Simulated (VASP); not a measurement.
Set up this calculation in VASP 6.6.1, as the native input.

| Item | Value |
| --- | --- |
| Task | single point |
| Functional | B3LYP |
| Potentials or basis | VASP PAW PBE potentials, release 64 (Zn, S) |
| Cutoff | 520 eV |
| k mesh | 6 × 6 × 6 |
| Occupations | fermi-dirac, width 0.01 eV |
| Spin | no spin polarisation |
| Dipole correction | no |
| Grid for exact exchange (PRECFOCK) | Normal |
| Further INCAR settings | ALGO = Normal; EDIFF = 1e-07; NBANDS = 16 |
| Share of exact exchange | 0.2 |

The system is ZnS.

```
Zn S
1.0
     0.00000    2.73756    2.73756
     2.73756    0.00000    2.73756
     2.73756    2.73756    0.00000
Zn S
1 1
Direct
  0.75000 0.75000 0.75000
  0.00000 0.00000 0.00000
```

One way to write it, as run:

POSCAR

```
ZnS
1.0
    0.0000000000      2.7375567091      2.7375567091
    2.7375567091      0.0000000000      2.7375567091
    2.7375567091      2.7375567091      0.0000000000
Zn S
1 1
Direct
    0.7500000000      0.7500000000      0.7500000000
    0.0000000000      0.0000000000      0.0000000000
```

INCAR.step1

```
PREC = Accurate ; ENCUT = 520
EDIFF = 1E-5 ; ISMEAR = -1
SIGMA = 0.01 ; LREAL = False
LASPH = True ; NELM = 80
ALGO = Normal ; ISIF = 2
LWAVE = True ; LCHARG = False
GGA = PE ; NBANDS = 16
```

INCAR.step2

```
PREC = Accurate ; ENCUT = 520
EDIFF = 1E-7 ; ISMEAR = -1
SIGMA = 0.01 ; LREAL = False
LASPH = True ; NELM = 80
ALGO = Normal ; ISIF = 2
LWAVE = False ; LCHARG = False
GGA = B3 ; LHFCALC = True
AEXX = 0.2 ; AGGAX = 0.72
AGGAC = 0.81 ; ALDAC = 0.19
PRECFOCK = Normal ; ISTART = 1
NBANDS = 16
```

KPOINTS

```
Automatic mesh
0
Gamma
  6 6 6
```

Potentials or basis: VASP PAW PBE potentials, release 64 (Zn, S).

Launch:

```console
$ cat potpaw_PBE.64/Zn/POTCAR potpaw_PBE.64/S/POTCAR > POTCAR
$ cp INCAR.step1 INCAR
$ mpirun -np 1 vasp_std > vasp.out
$ cp INCAR.step2 INCAR
$ mpirun -np 1 vasp_std > vasp.out
```

Results of the run:

```
Pressure               : 0.7 GPa
Band gap on the k mesh : 3.44 eV
```

Caveat: the PAW data sets were made with another functional, which shifts forces and pressure a little.

Run time: 36 min on 1 thread of Intel(R) Xeon(R) Platinum 8259CL CPU @ 2.50GHz (Skylake/Cascade Lake) (shared host), peak memory 0.19 GiB.
